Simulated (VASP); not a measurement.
Here is a VASP 6.6.1 calculation.

INCAR

```
ALGO = Fast ; EDIFF = 1E-6
ENCUT = 520 ; GGA = RP
ISIF = 2 ; ISMEAR = -1
ISPIN = 2 ; LASPH = True
LCHARG = False ; LMAXMIX = 4
LORBIT = 11 ; LREAL = False
LWAVE = False ; MAGMOM = 2 1
NBANDS = 22 ; NELM = 150
PREC = Accurate ; SIGMA = 0.05
```

KPOINTS

```
k-points
0
Gamma
  9 9 9
```

File POSCAR:

```
TiCo
1.0
    3.0114157633      0.0000000000      0.0000000000
    0.0000000000      3.0114157633      0.0000000000
    0.0000000000      0.0000000000      3.0114157633
Co Ti
1 1
Direct
    0.5000000000      0.5000000000      0.5000000000
    0.0000000000      0.0000000000      0.0000000000
```

Potentials or basis: VASP PAW PBE potentials, release 64 (Co, Ti_sv).

Launch:

```bash
$ cat potpaw_PBE.64/Co/POTCAR potpaw_PBE.64/Ti_sv/POTCAR > POTCAR
$ mpirun -np 1 vasp_std > vasp.out
```

(1) What does it give for the net moment?

(2) Predict the pressure.

(3) Estimate the site moments.

## Answers

(1) 0.85 μB per cell.

(2) -0.3 GPa.

(3) Co +0.99; Ti -0.06 μB.

Caveat: the PAW data sets were made with another functional, which shifts forces and pressure a little.
